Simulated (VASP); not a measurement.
Nb3N4:

```
Nb N
1.0
     4.58204    0.00000    0.00000
     0.00000    4.58204    0.00000
     0.00000    0.00000    4.58204
Nb N
3 4
Direct
  0.00000 0.00000 0.50000
  0.50000 0.00000 0.00000
  0.00000 0.50000 0.00000
  0.72378 0.27622 0.27622
  0.27622 0.72378 0.27622
  0.27622 0.27622 0.72378
  0.72378 0.72378 0.72378
```

The cell was generated, and may not be a known phase.

```yaml
Program: VASP 6.6.1
Task: relaxation of cell and atoms
Functional: PBE
Potentials_or_basis: VASP PAW PBE potentials, release 64 (Nb_sv, N)
Cutoff: 600 eV
k_mesh: 4 × 4 × 4
Occupations: gaussian, width 0.1 eV
Spin: no spin polarisation
```

At the start: pressure -6.8 GPa; volume 13.74 Å³/atom.

Task: Where does the relaxation end?

Result: Over 8 steps the energy falls by 160.6 meV/atom and the volume is 14.94 Å³/atom (+8.7 %); space group P-43m (No. 215, to 0.1 Å) before and after.

Step by step:
```tsv
step	energy change (eV)	largest force (eV/Å)	pressure (GPa)	volume (Å³)
1	0.0000	2.2037	-6.76	96.20
2	-0.0741	0.2546	23.69	88.35
3	-0.3486	0.9416	7.69	91.93
4	-0.7830	0.7067	3.75	96.64
5	-1.1085	0.2274	-2.84	105.87
6	-1.1091	0.2555	-2.49	105.35
7	-1.0757	0.4252	5.00	103.13
8	-1.1242	0.0085	0.07	104.55
```

Final structure:
```cif
data_structure
_symmetry_space_group_name_H-M 'P 1'
_symmetry_Int_Tables_number 1
_cell_length_a 4.7110
_cell_length_b 4.7110
_cell_length_c 4.7110
_cell_angle_alpha 90.000
_cell_angle_beta 90.000
_cell_angle_gamma 90.000
_cell_volume 104.55
loop_
_atom_site_label
_atom_site_type_symbol
_atom_site_fract_x
_atom_site_fract_y
_atom_site_fract_z
_atom_site_occupancy
Nb1 Nb 0.00000 0.00000 0.50000 1
Nb2 Nb 0.50000 0.00000 0.00000 1
Nb3 Nb 0.00000 0.50000 0.00000 1
N1 N 0.76172 0.23828 0.23828 1
N2 N 0.23828 0.76172 0.23828 1
N3 N 0.23828 0.23828 0.76172 1
N4 N 0.76172 0.76172 0.76172 1
```
